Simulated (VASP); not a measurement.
A run of VASP 6.6.1 is set up as follows.

Contents of POSCAR:

```
TiS2
1.0
    3.4106015318      0.0000000000      0.0000000000
   -1.7053007659      2.9536675687      0.0000000000
    0.0000000000      0.0000000000      5.7387202085
Ti S
1 2
Direct
    0.0000000000      0.0000000000      0.0000000000
    0.3333333333      0.6666666667      0.2449123212
    0.6666666667      0.3333333333      0.7550876788
```

Contents of INCAR.step1:

```
SYSTEM = TiS2
PREC = Accurate
ENCUT = 400
EDIFF = 1E-5
ISMEAR = -1
SIGMA = 0.02
LREAL = .FALSE.
LASPH = .TRUE.
NELM = 120
ALGO = Normal
ISIF = 2
LWAVE = .TRUE.
LCHARG = .FALSE.
GGA = PE
NBANDS = 19
GGA_COMPAT = .FALSE.
```

File INCAR.step2:

```
SYSTEM = TiS2
PREC = Accurate
ENCUT = 400
EDIFF = 1E-6
ISMEAR = -1
SIGMA = 0.02
LREAL = .FALSE.
LASPH = .TRUE.
NELM = 120
ALGO = Normal
ISIF = 2
LWAVE = .FALSE.
LCHARG = .FALSE.
GGA = PE
LHFCALC = .TRUE.
AEXX = 0.2
HFSCREEN = 0.3
PRECFOCK = Normal
ISTART = 1
NBANDS = 19
GGA_COMPAT = .FALSE.
```

File KPOINTS:

```
regular mesh
0
G
  6 6 2
  0 0 0
```

Potentials or basis: VASP PAW PBE potentials, release 64 (Ti_sv, S).

Run with:

```sh
$ cat potpaw_PBE.64/Ti_sv/POTCAR potpaw_PBE.64/S/POTCAR > POTCAR
$ cp INCAR.step1 INCAR
$ mpirun -np 1 vasp_std > vasp.out
$ cp INCAR.step2 INCAR
$ mpirun -np 1 vasp_std > vasp.out
```

(1) Estimate the pressure.

(2) Predict the band gap on the k mesh.

Results:

(1) 0.2 GPa.

(2) 0.32 eV (least direct gap 0.85 eV).

Caveat: the k points lie up to 0.55 Å⁻¹ apart; the PAW data sets were made with another functional, which shifts forces and pressure a little.
